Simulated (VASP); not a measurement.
# SnTe (zincblende type) (F-43m) in VASP: notebook, part 2 of 2

VASP 6.6.1. Earlier steps stand in the parts before.

### Step 3. Relaxation of cell and atoms, PBE, target pressure 3.5 GPa, at which the enthalpy is minimised

This run uses another cell than the first one, of 35.81 Å³/atom, 0.859 times its volume.

Input file INCAR:

```
ALGO = Normal
EDIFF = 1E-6
EDIFFG = -0.005
ENCUT = 600
GGA = PE
IBRION = 2
ISIF = 3
ISMEAR = -1
LASPH = T
LCHARG = F
LREAL = F
LWAVE = F
NELM = 80
NSW = 60
PREC = Accurate
PSTRESS = 35.0
SIGMA = 0.1
```

Input file KPOINTS:

```
k-points
0
Gamma
  11 11 11
```

Input file POSCAR:

```
SnTe
1.0
    0.0000000000      3.2962259247      3.2962259247
    3.2962259247      0.0000000000      3.2962259247
    3.2962259247      3.2962259247      0.0000000000
Sn Te
1 1
Direct
    0.0000000000      0.0000000000      0.0000000000
    0.2500000000      0.2500000000      0.2500000000
```

Potentials or basis: VASP PAW PBE potentials, release 64 (Sn_d, Te).

Launch:

```
$ cat potpaw_PBE.64/Sn_d/POTCAR potpaw_PBE.64/Te/POTCAR > POTCAR
$ mpirun -np 1 vasp_std > vasp.out
```

OUTCAR:

```text
EDIFF = 1E-6
   EDIFFG = -0.005
   ENCUT = 600
   GGA = PE
   IBRION = 2
   ISIF = 3
   ISMEAR = -1
   LASPH = T
   LREAL = F
   NELM = 80
   NSW = 60
   PREC = Accurate
   PSTRESS = 35.0

 ion  position               nearest neighbor table
   1  0.000  0.000  0.000-   2 2.85   2 2.85   2 2.85   2 2.85
   2  0.250  0.250  0.250-   1 2.85   1 2.85   1 2.85   1 2.85

  LATTYP: Found a face centered cubic cell.
 ALAT       =     6.5924518494

  Lattice vectors:

 A1 = (   0.0000000000,   3.2962259247,   3.2962259247)
 A2 = (   3.2962259247,   0.0000000000,   3.2962259247)
 A3 = (   3.2962259247,   3.2962259247,   0.0000000000)

Analysis of symmetry for initial positions (statically):
=====================================================================
 Subroutine PRICEL returns:
 Original cell was already a primitive cell.

[... 185 lines left out ...]
      5     -16.1044      2.00000
      6      -7.4036      2.00000
      7       1.5545      2.00000
      8       3.2035      2.00000
      9       3.2035      2.00000
     10       3.2035      2.00000
     11       6.5761      0.00102
     12       6.5761      0.00102
     13       6.5761      0.00102
     14       9.8413      0.00000
[... 580 lines left out ...]
--------------------------------------- Ionic step        6  -------------------------------------------

 number of electron      19.9999997 magnetization

 Free energy of the ion-electron system (eV)
  ---------------------------------------------------
  ext. energy  EPLUGINS =         0.00000000
  ---------------------------------------------------
  free energy    TOTEN  =        -6.96266314 eV

  energy without entropy =       -6.94141957  energy(sigma->0) =       -6.95204136

 E-fermi :   4.3195     XC(G=0):  -7.9644

 val. band max:        4.3046294769   @ k =   0.3636   0.3636   0.0000
 cond. band min:       4.3426653612   @ k =  -0.4545   0.4545   0.0000
 fundamental gap:      0.0380358843
 Fermi energy:         4.3194996550

 k-point     1 :       0.0000    0.0000    0.0000
  band No.  band energies     occupation
      1     -17.5461      2.00000
      2     -17.5461      2.00000
      3     -17.5461      2.00000
      4     -17.5284      2.00000
      5     -17.5284      2.00000
      6      -7.9386      2.00000
      7      -0.5362      2.00000
      8       2.0440      2.00000
      9       2.0440      2.00000
     10       2.0440      2.00000
     11       5.1928      0.00032
     12       5.1928      0.00032
     13       5.1928      0.00032
     14       8.3648      0.00000
[... 424 lines left out ...]
  energy  without entropy=       -6.9414195731  energy(sigma->0) =       -6.95204136

  enthalpy is  TOTEN    =        -5.1419159185 eV   P V=        1.8207472240

 reached required accuracy - stopping structural energy minimisation
```

CONTCAR:

```text
SnTe
   1.00000000000000
     0.0000000000000000    3.4670017932594779    3.4670017932594779
     3.4670017932594779   -0.0000000000000000    3.4670017932594779
     3.4670017932594779    3.4670017932594779    0.0000000000000000
  Sn              Te
     1     1
Direct
     0.0000000000000000    0.0000000000000000    0.0000000000000000
     0.2500000000000000    0.2500000000000000    0.2500000000000000

  0.00000000E+00  0.00000000E+00  0.00000000E+00
  0.00000000E+00  0.00000000E+00  0.00000000E+00
```

Run time: 4.8 min. Hardware: 1 thread of Intel Xeon 6975P-C (Granite Rapids), shared host; peak memory 0.28 GiB.

Results:

```
Free energy                                            : -6.9627 eV
Relaxed volume                                         : 41.67 Å³/atom
Relaxed cell                                           : a = 4.903 Å, b = 4.903 Å, c = 4.903 Å, α = 60.00°, β = 60.00°, γ = 60.00°
Space group after relaxing (to 0.05 Å)                 : F-43m (No. 216)
Energy change on relaxing (the enthalpy is what falls) : -241.6 meV/atom
Ionic steps                                            : 6
Pressure after relaxing                                : 3.5 GPa
Band gap on the k mesh                                 : zero (band 10 reaches 4.36 eV, above the bottom of band 11 at 4.19 eV)
```

The path:
| step | energy change (eV) | largest force (eV/Å) | pressure (GPa) | volume (Å³) |
| --- | --- | --- | --- | --- |
| 1 | 0.0000 | 0.0000 | 10.47 | 71.63 |
| 2 | -0.5676 | 0.0000 | 1.35 | 89.03 |
| 3 | -0.4812 | 0.0000 | 3.55 | 83.25 |
| 4 | -0.4865 | 0.0000 | 3.44 | 83.50 |
| 5 | -0.4825 | 0.0000 | 3.53 | 83.31 |
| 6 | -0.4833 | 0.0000 | 3.48 | 83.35 |

Final structure:
```yaml
crystal:
  lattice:
    - [0.00000, 3.46700, 3.46700]
    - [3.46700, 0.00000, 3.46700]
    - [3.46700, 3.46700, 0.00000]
  atoms:
    - { symbol: Sn, position: [0.00000, 0.00000, 0.00000] }
    - { symbol: Te, position: [0.25000, 0.25000, 0.25000] }
```

Levels at points of the mesh, in eV from the Fermi level:
```tsv
k point	band 7	band 8	band 9	band 10	band 11	band 12	band 13	band 14
(0.00, 0.00, 0.00)	-4.86	-2.28	-2.28	-2.28	0.87	0.87	0.87	4.05
```

Caveat: the cell is relaxed towards a set pressure, so the enthalpy falls and the energy may rise; the volume moved by over 15 % at a fixed basis, so the end points are rough; spin-orbit coupling is left out, which moves the levels of the heavy elements.
